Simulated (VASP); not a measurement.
Mg2Ti3O3: single point with PBE

The system is Mg2Ti3O3.

```xyz
8
Lattice="3.8626 0.0000 0.0000 0.0000 3.8626 0.0000 0.0000 0.0000 7.8711" Properties=species:S:1:pos:R:3 pbc="T T T"
Mg    0.0000    0.0000    1.2609
Mg    0.0000    0.0000    6.6101
Ti    1.9313    1.9313    5.8805
Ti    1.9313    1.9313    1.9906
Ti    0.0000    0.0000    3.9355
O     0.0000    1.9313    3.9355
O     1.9313    0.0000    3.9355
O     1.9313    1.9313    0.0000
```

The cell was generated, and may not be a known phase.

- Program: VASP 6.6.1
- Task: single point
- Functional: PBE
- Potentials or basis: VASP PAW PBE potentials, release 64 (Mg, Ti_sv, O)
- Cutoff: 520 eV
- k mesh: 4 × 4 × 3
- Occupations: gaussian, width 0.2 eV
- Spin: collinear spin
- Starting moments: [0.0, 0.0, 1.0, 1.0, 1.0, 0.0, 0.0, 0.0] μB
- Dipole correction: no
- Further INCAR settings: ALGO = Normal; EDIFF = 1e-06; NBANDS = 43

```
Pressure                                              : 0.3 GPa
Largest force                                         : 0.054 eV/Å
Net moment                                            : 1.81 μB per cell
Site moments                                          : Mg +0.01; Ti +0.68, -0.09 (each value once); O +0.01, -0.03 (each value once) μB
Valence electrons inside the program's atomic spheres : Mg 0.44; Ti 10.14, 10.40 (each value once); O 5.00, 4.92 (each value once)
```

Forces on the atoms (eV/Å):
```
Mg   0.000  0.000  0.037
Mg   0.000  0.000 -0.037
Ti   0.000  0.000 -0.054
Ti   0.000  0.000  0.054
Ti   0.000  0.000  0.000
O    0.000  0.000  0.000
O    0.000  0.000  0.000
O    0.000  0.000  0.000
```

Levels at points of the mesh, in eV from the Fermi level:
Spin up:
| k point | band 27 | band 28 | band 29 | band 30 | band 31 | band 32 | band 33 | band 34 |
| --- | --- | --- | --- | --- | --- | --- | --- | --- |
| (0.00, 0.00, 0.00) | -0.98 | -0.86 | -0.20 | -0.20 | -0.17 | -0.01 | 0.28 | 0.78 |
| (0.50, 0.00, 0.00) | -1.35 | -0.94 | -0.82 | -0.34 | 0.39 | 0.49 | 0.87 | 0.96 |
| (0.50, 0.50, 0.00) | -0.24 | -0.24 | 0.12 | 0.81 | 0.87 | 0.87 | 0.99 | 1.11 |
Spin down:
```csv
k point,band 24,band 25,band 26,band 27,band 28,band 29,band 30,band 31,band 32,band 33
"(0.00, 0.00, 0.00)",-3.15,-3.15,-1.96,-1.00,-0.20,-0.12,-0.12,0.19,0.63,1.06
"(0.50, 0.00, 0.00)",-4.14,-2.30,-1.80,-0.97,-0.60,-0.35,0.34,0.54,1.02,1.47
"(0.50, 0.50, 0.00)",-3.02,-2.57,-1.77,0.09,0.36,0.36,1.22,1.26,1.26,1.58
```

It took 92 s on 1 thread of Intel(R) Xeon(R) 6975P-C (Granite Rapids), with other jobs on the host, peak memory 0.31 GiB.

Caveat: the k points lie up to 0.41 Å⁻¹ apart.
